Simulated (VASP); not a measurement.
# C (Cm) in VASP: notebook, part 2 of 2

VASP 6.6.1. The steps go on from the part before.

### 3 Single point, r2SCAN (atom 5 (C) moved -0.067 Å towards its neighbour atom 1 (C) at 1.544 Å)

POSCAR reads:

```
C
1.0
    2.5220988435      0.0000000000      0.0000000000
   -1.2610494217      2.1842016693      0.0000000000
    0.0000000000      0.0000000000      8.2371000000
C
8
Direct
    0.0000000000      0.0000000000      0.0937500000
    0.0000000000      0.0000000000      0.5937500000
    0.0000000000      0.0000000000      0.4062500000
    0.0000000000      0.0000000000      0.9062500000
    0.3477288441      0.6954576882      0.1589491583
    0.6666666667      0.3333333333      0.6562500000
    0.3333333333      0.6666666667      0.3437500000
    0.6666666667      0.3333333333      0.8437500000
```

INCAR.step1 reads:

```
SYSTEM = C
PREC = Accurate
ENCUT = 520
ISMEAR = 0
SIGMA = 0.05
LREAL = .False.
LASPH = .True.
NELM = 80
NBANDS = 26
GGA = PE
ALGO = Normal
EDIFF = 1E-4
LWAVE = .True.
LCHARG = .False.
```

INCAR.step2 reads:

```
SYSTEM = C
PREC = Accurate
ENCUT = 520
EDIFF = 1E-6
ISMEAR = 0
SIGMA = 0.05
LREAL = .False.
LASPH = .True.
NELM = 80
ALGO = Normal
ISIF = 2
LWAVE = .False.
LCHARG = .True.
METAGGA = R2SCAN
LMIXTAU = .True.
LELF = .True.
LVHAR = .True.
NBANDS = 26
ISTART = 1
```

KPOINTS reads:

```
regular mesh
0
Gamma
  12 12 4
  0 0 0
```

Potentials or basis: VASP PAW PBE potentials, release 64 (C).

Launch:

```sh
$ cat potpaw_PBE.64/C/POTCAR > POTCAR
$ cp INCAR.step1 INCAR
$ mpirun -np 1 vasp_std > vasp.out
$ cp INCAR.step2 INCAR
$ mpirun -np 1 vasp_std > vasp.out
```

OUTCAR:

```text
SYSTEM = C
   PREC = Accurate
   ENCUT = 520
   EDIFF = 1E-6
   ISMEAR = 0
   LREAL = .False.
   LASPH = .True.
   NELM = 80
   ISIF = 2
   METAGGA = R2SCAN
   ISTART = 1

 ion  position               nearest neighbor table
   1  0.000  0.000  0.094-   5 1.52   5 1.52   4 1.54   5 1.61
   2  0.000  0.000  0.594-   3 1.54   6 1.54   6 1.54   6 1.54
   3  0.000  0.000  0.406-   2 1.54   7 1.54   7 1.54   7 1.54
   4  0.000  0.000  0.906-   1 1.54   8 1.54   8 1.54   8 1.54
   5  0.348  0.695  0.159-   7 1.52   1 1.52   1 1.52   1 1.61
   6  0.667  0.333  0.656-   8 1.54   2 1.54   2 1.54   2 1.54
   7  0.333  0.667  0.344-   5 1.52   3 1.54   3 1.54   3 1.54
   8  0.667  0.333  0.844-   6 1.54   4 1.54   4 1.54   4 1.54

  LATTYP: Found a hexagonal cell.
 ALAT       =     2.5220988435
 C/A-ratio  =     3.2659703331

  Lattice vectors:

 A1 = (   2.5220988435,   0.0000000000,   0.0000000000)
 A2 = (  -1.2610494217,   2.1842016693,   0.0000000000)
 A3 = (   0.0000000000,   0.0000000000,   8.2371000000)

Analysis of symmetry for initial positions (statically):
[... 193 lines left out ...]
  band No.  band energies     occupation
      1     -13.0001      2.00000
      2     -11.2694      2.00000
      3     -11.1358      2.00000
      4      -6.9979      2.00000
      5      -4.3894      2.00000
      6       2.6124      2.00000
[... 685 lines left out ...]
     25      21.6783      0.00000
     26      22.2599      0.00000

 [... further k-points ...]

------------------------ aborting loop because EDIFF is reached ----------------------------------------

  FORCE on cell =-STRESS in cart. coord.  units (eV):
  Direction    XX          YY          ZZ          XY          YZ          ZX
  --------------------------------------------------------------------------------------
  -------------------------------------------------------------------------------------
  Total       -1.3129514     -1.4743046      2.4216339     -0.0000000     -0.1398343     -0.0000000
  in kB      -46.3585717    -52.0557419     85.5046823     -0.0000000     -4.9373645     -0.0000000
  external PRESSURE =      -4.3032105 kB  Pullay stress =       0.0000000 kB

 VOLUME and BASIS-vectors are now :
 -----------------------------------------------------------------------------
  energy-cutoff  :      520.00
  volume of cell :       45.38
      direct lattice vectors                 reciprocal lattice vectors
     2.522098843  0.000000000  0.000000000     0.396495166  0.228916591  0.000000000
    -1.261049422  2.184201669  0.000000000     0.000000000  0.457833182  0.000000000
     0.000000000  0.000000000  8.237100000     0.000000000  0.000000000  0.121401950

 POSITION                                       TOTAL-FORCE (eV/Angst)
 -----------------------------------------------------------------------------------
      0.00000      0.00000      0.77223         0.000000      1.699757      0.067829
      0.00000      0.00000      4.89078         0.000000      0.047948     -0.368315
      0.00000      0.00000      3.34632        -0.000000     -0.009782      0.501606
      0.00000      0.00000      7.46487         0.000000      0.030530      0.483826
      0.00000      1.51902      1.30928        -0.000000     -2.130857     -1.346880
      1.26105      0.72807      5.40560        -0.000000     -0.002535     -0.327323
     -0.00000      1.45613      2.83150         0.000000      0.390193      0.638477
      1.26105      0.72807      6.95005        -0.000000     -0.025254      0.350781
 -----------------------------------------------------------------------------------
    total drift:                               -0.000000     -0.000023      0.000752

  FREE ENERGIE OF THE ION-ELECTRON SYSTEM (eV)
  ---------------------------------------------------
  free  energy   TOTEN  =       -78.4360049050 eV

  energy  without entropy=      -78.4360049050  energy(sigma->0) =      -78.43600490
```

OSZICAR.step1:

```text
N       E                     dE             d eps       ncg     rms          rms(c)
DAV:   1     0.640331401577E+02    0.64033E+02   -0.16578E+04  8528   0.120E+03
DAV:   2    -0.699876550450E+02   -0.13402E+03   -0.12555E+03 11188   0.230E+02
DAV:   3    -0.750809063729E+02   -0.50933E+01   -0.50512E+01 11602   0.394E+01
DAV:   4    -0.751272565783E+02   -0.46350E-01   -0.46269E-01 10920   0.416E+00
DAV:   5    -0.751281212916E+02   -0.86471E-03   -0.86393E-03 11420   0.509E-01    0.111E+01
DAV:   6    -0.732041471384E+02    0.19240E+01   -0.12444E+00  9754   0.598E+00    0.663E+00
DAV:   7    -0.725583009374E+02    0.64585E+00   -0.15195E+00 10252   0.683E+00    0.142E+00
DAV:   8    -0.725618029698E+02   -0.35020E-02   -0.36488E-02 10916   0.103E+00    0.776E-02
DAV:   9    -0.725619734609E+02   -0.17049E-03   -0.51386E-04 11110   0.147E-01    0.329E-02
DAV:  10    -0.725620411408E+02   -0.67680E-04   -0.43946E-05  7460   0.492E-02
   1 F= -.72562041E+02 E0= -.72562041E+02  d E =-.435592E-16
```

Run time: 4 min. Hardware: 1 thread of Intel Xeon 6975P-C (Granite Rapids), shared host; peak memory 0.25 GiB.

What came out:

```yaml
Free_energy: -78.4360 eV
Pressure: -0.4 GPa
Largest_force: 2.521 eV/Å
Band_gap_on_the_k_mesh: 4.15 eV (least direct gap 4.68 eV)
```

Forces on the atoms (eV/Å):
```
C    0.000  1.700  0.068
C    0.000  0.048 -0.368
C    0.000 -0.010  0.502
C    0.000  0.031  0.484
C    0.000 -2.131 -1.347
C    0.000 -0.003 -0.327
C    0.000  0.390  0.638
C    0.000 -0.025  0.351
```

Levels at points of the mesh, in eV from the valence-band top:
| k point | band 14 | band 15 | band 16 | band 17 | band 18 | band 19 |
| --- | --- | --- | --- | --- | --- | --- |
| (0.00, 0.00, 0.00) | -0.74 | -0.49 | 0.00 | 4.68 | 5.15 | 5.68 |
| (0.50, 0.00, 0.00) | -5.20 | -4.42 | -3.36 | 4.29 | 5.41 | 5.78 |
| (0.00, 0.50, 0.00) | -5.22 | -4.25 | -3.53 | 4.24 | 5.25 | 5.70 |
| (0.00, 0.00, 0.50) | -1.13 | -1.12 | -0.53 | 5.27 | 5.84 | 5.89 |
| (0.50, 0.00, 0.50) | -5.37 | -4.28 | -4.02 | 4.65 | 4.70 | 7.04 |
| (0.00, 0.50, 0.50) | -5.27 | -4.33 | -4.28 | 4.57 | 4.66 | 6.73 |

Caveat: the cell differs from its parent crystal (atom 5 (C) moved -0.067 Å towards its neighbour atom 1 (C) at 1.544 Å); the stress differs along the axes, from -5 to 9 GPa; the PAW data sets were made with another functional, which shifts forces and pressure a little.
